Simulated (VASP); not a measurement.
**Cd2O3: relaxation of cell and atoms with PBE**

Cd2O3:

```
Cd O
1.0
     2.67537    4.63388    0.00000
    -2.67537    4.63388    0.00000
     0.00000   -3.08926    4.71657
Cd O
4 6
Cartesian
  0.0000 3.0893 0.3393
  0.0000 0.0000 2.0190
  0.0000 3.0893 4.3773
  0.0000 6.1785 2.6975
  -1.0809 4.6339 3.5374
  -0.7973 1.3809 3.5374
  1.8781 3.2530 3.5374
  1.0809 1.5446 1.1791
  0.7973 4.7976 1.1791
  -1.8781 2.9255 1.1791
```

| Quantity | Value |
| --- | --- |
| Program | VASP 6.6.1 |
| Task | relaxation of cell and atoms |
| Functional | PBE |
| Potentials or basis | VASP PAW PBE potentials, release 64 (Cd, O) |
| Cutoff | 600 eV |
| k mesh | 5 × 5 × 5 |
| Occupations | fermi-dirac, width 0.1 eV |
| Spin | no spin polarisation |
| Target pressure | 20 GPa |
| Dipole correction | no |
| Further INCAR settings | ALGO = Normal; EDIFF = 1e-06; IBRION = 2; EDIFFG = -0.03; NSW = 60; ISIF = 3 |

```
Relaxed volume                                         : 12.12 Å³/atom
Relaxed cell                                           : a = 5.632 Å, b = 5.632 Å, c = 5.481 Å, α = 120.92°, β = 120.92°, γ = 60.00°
Space group after relaxing (to 0.05 Å)                 : R-3c (No. 167)
Energy change on relaxing (the enthalpy is what falls) : -94.3 meV/atom
Ionic steps                                            : 16
Pressure after relaxing                                : 20.0 GPa
Largest force after relaxing                           : 0.013 eV/Å
Band gap on the k mesh                                 : zero (band 42 reaches 1.70 eV, above the bottom of band 43 at 1.57 eV)
```

Forces in eV/Å, atoms in the order of the input:
```
Cd   0.000  0.000  0.013
Cd   0.000  0.000 -0.013
Cd   0.000  0.000 -0.013
Cd   0.000  0.000  0.013
O    0.006  0.000  0.000
O   -0.003  0.005  0.000
O   -0.003 -0.005  0.000
O   -0.006  0.000  0.000
O    0.003 -0.005  0.000
O    0.003  0.005  0.000
```

Stress tensor (GPa, compression positive):
```
19.97  0.00  0.00
 0.00 19.97  0.00
 0.00  0.00 20.11
```

Step by step:
```
step  energy change (eV)  largest force (eV/Å)  pressure (GPa)  volume (Å³)
   1              0.0000                0.4058           32.54       116.95
   2             -1.9320                0.1361            7.53       133.10
   3             -1.1963                0.1384           19.12       124.14
   4             -1.1780                0.1423           19.33       123.99
   5             -1.1400                0.2042           19.95       123.53
   6             -1.1075                0.3445           20.34       123.24
   7             -1.1221                0.3205           20.06       123.23
   8             -1.1473                0.2615           19.23       123.15
   9             -1.1128                0.1796           17.63       122.77
  10             -1.1387                0.2145           18.19       122.95
  11             -0.9458                0.0966           20.30       121.28
  12             -0.9325                0.0890           20.42       121.18
  13             -0.9520                0.0648           20.10       121.32
  14             -0.9655                0.0818           19.85       121.42
  15             -0.9585                0.0528           19.91       121.35
  16             -0.9430                0.0126           20.02       121.22
```

Final structure:
```
Cd O
1.0
     2.81621    4.87782    0.00000
    -2.81621    4.87782    0.00000
     0.00000   -3.25188    4.41215
Cd O
4 6
Cartesian
  0.0000 3.2519 0.4133
  0.0000 0.0000 1.7928
  0.0000 3.2519 3.9988
  0.0000 6.5038 2.6194
  -1.1772 4.8778 3.3091
  -0.8195 1.4194 3.3091
  1.9967 3.4584 3.3091
  1.1772 1.6259 1.1030
  0.8195 5.0843 1.1030
  -1.9967 3.0454 1.1030
```

Levels at points of the mesh, in eV from the Fermi level:
| k point | band 40 | band 41 | band 42 | band 43 | band 44 | band 45 |
| --- | --- | --- | --- | --- | --- | --- |
| (0.00, 0.00, 0.00) | -0.36 | -0.04 | -0.04 | 0.35 | 0.35 | 2.44 |

It took 14 min on 1 thread of Intel(R) Xeon(R) 6975P-C (Granite Rapids) (shared host), peak memory 0.38 GiB.

Caveat: the cell is relaxed towards a set pressure, so the enthalpy falls and the energy may rise.
